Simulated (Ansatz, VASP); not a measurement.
## Zr8N in VASP and in Ansatz

Contents of INCAR:

```
PREC     = Accurate       # precision mode
ENCUT    = 520            # plane-wave cutoff, eV
EDIFF    = 1E-6           # SCF threshold, eV
ISMEAR   = 0              # smearing method
SIGMA    = 0.1            # smearing width, eV
LREAL    = Auto         
LASPH    = True           # aspherical terms in the spheres
NELM     = 100            # most SCF steps
ALGO     = Fast           # electronic algorithm
ISIF     = 2              # what is computed and relaxed
LWAVE    = False          # write WAVECAR
LCHARG   = False          # write CHGCAR
LDIPOL   = True         
IDIPOL   = 3            
DIPOL    = 0.5 0.5 0.329
GGA      = PE             # functional
IVDW     = 12             # dispersion correction
NBANDS   = 116            # bands
```

Contents of KPOINTS:

```
regular mesh
0
Gamma
  6 6 1
```

Contents of POSCAR:

```
Zr8N
1.0
    6.3664247930      0.0000000000      0.0000000000
   -3.1832123965      5.5134856020      0.0000000000
    0.0000000000      0.0000000000     26.3387889958
Zr N
16 2
Direct
    0.3333333333      0.1666666667      0.1518672708
    0.3333333333      0.6666666667      0.1518672708
    0.8333333333      0.1666666667      0.1518672708
    0.8333333333      0.6666666667      0.1518672708
    0.1666666667      0.3333333333      0.2489701510
    0.1666666667      0.8333333333      0.2489701510
    0.6666666667      0.3333333333      0.2489701510
    0.6666666667      0.8333333333      0.2489701510
    0.3333333333      0.1666666667      0.3487109194
    0.3333333333      0.6666666667      0.3487109194
    0.8333333333      0.1666666667      0.3487109194
    0.8333333333      0.6666666667      0.3487109194
    0.1666666667      0.3333333333      0.4418877799
    0.1666666667      0.8333333333      0.4418877799
    0.6666666667      0.3333333333      0.4418877799
    0.6666666667      0.8333333333      0.4418877799
    0.3333333333      0.4166666667      0.5557882330
    0.3333333333      0.4166666667      0.5975517325
```

Input for Ansatz:

```yaml
crystal:
  lattice:
    - [6.366424793, 0.0, 0.0]
    - [-3.1832123965, 5.513485602, 0.0]
    - [0.0, 0.0, 26.3387859015]
  atoms:
    - { symbol: Zr, position: [0.3333333333, 0.1666666667, 0.1518672886] }
    - { symbol: Zr, position: [0.3333333333, 0.6666666667, 0.1518672886] }
    - { symbol: Zr, position: [0.8333333333, 0.1666666667, 0.1518672886] }
    - { symbol: Zr, position: [0.8333333333, 0.6666666667, 0.1518672886] }
    - { symbol: Zr, position: [0.1666666667, 0.3333333333, 0.2489701804] }
    - { symbol: Zr, position: [0.1666666667, 0.8333333333, 0.2489701804] }
    - { symbol: Zr, position: [0.6666666667, 0.3333333333, 0.2489701804] }
    - { symbol: Zr, position: [0.6666666667, 0.8333333333, 0.2489701804] }
    - { symbol: Zr, position: [0.3333333333, 0.1666666667, 0.3487108088] }
    - { symbol: Zr, position: [0.3333333333, 0.6666666667, 0.3487108088] }
    - { symbol: Zr, position: [0.8333333333, 0.1666666667, 0.3487108088] }
    - { symbol: Zr, position: [0.8333333333, 0.6666666667, 0.3487108088] }
    - { symbol: Zr, position: [0.1666666667, 0.3333333333, 0.4418877144] }
    - { symbol: Zr, position: [0.1666666667, 0.8333333333, 0.4418877144] }
    - { symbol: Zr, position: [0.6666666667, 0.3333333333, 0.4418877144] }
    - { symbol: Zr, position: [0.6666666667, 0.8333333333, 0.4418877144] }
    - { symbol: "N", position: [0.3333333333, 0.4166666667, 0.5557881808] }
    - { symbol: "N", position: [0.3333333333, 0.4166666667, 0.5975516852] }
basis:
  ecutwfc: 420
kpoints:
  mp_grid: { grid: [6, 6, 1] }
hamiltonian:
  xc: pbe
  dispersion: d3bj
scf:
  occupations: { method: gaussian, width: 0.1 }
output:
  forces: true
  eigenvalues: true
  write_density: true
  write_potential: true
  elf: true
  volumetric_format: npy
efield:
  axis: 3
  dipole_correction: true
  ramp_width: 0.04
```

Alike in both runs: task single point; functional PBE; dispersion D3(BJ); k mesh 6 × 6 × 1; occupations gaussian, width 0.1 eV; no spin polarisation.

```csv
,VASP,Ansatz
version,VASP 6.6.1,Ansatz 0.2.0
potentials or method,"VASP PAW PBE potentials, release 64 (Zr_sv, N), cutoff 520 eV","scalar-relativistic, plane waves, PAW"
valence electrons in the cell,202,202
```

|  | VASP | Ansatz | Ansatz less VASP |
| --- | --- | --- | --- |
| gap on the k mesh at the Fermi level (eV) | none | none | - |
| rms of the force components (eV/Å) | 0.560 | 0.258 | -0.3024 |

Atom by atom the forces differ by 0.344 eV/Å (rms over components). A gap of «none» marks a metal or a gap that the smearing closes. One of these differences is far larger than is usual between the two programs; its cause wasn't traced. Ansatz's warnings: xc potential rough in thin density.

Noted on VASP's run: the standard files for N, O and F lose accuracy on very short bonds.
